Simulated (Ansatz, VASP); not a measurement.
K in VASP and in Ansatz

```
K
1.0
    -2.64171    2.64171    2.64171
     2.64171   -2.64171    2.64171
     2.64171    2.64171   -2.64171
K
1
Direct
  0.00000 0.00000 0.00000
```

Alike in both runs: task single point; functional PBE; k mesh 9 × 9 × 9; occupations methfessel-paxton of order 1, width 0.3 eV; no spin polarisation.

|  | VASP | Ansatz |
| --- | --- | --- |
| version | VASP 6.6.1 | Ansatz 0.2.0 |
| potentials or method | VASP PAW PBE potentials, release 64 (K_sv), cutoff 520 eV | plane waves (420 eV) with PAW, scalar-relativistic |
| valence electrons in the cell | 9 | 9 |

```csv
,VASP,Ansatz,Ansatz less VASP
pressure (GPa),0.0,0.0,+0.01
```
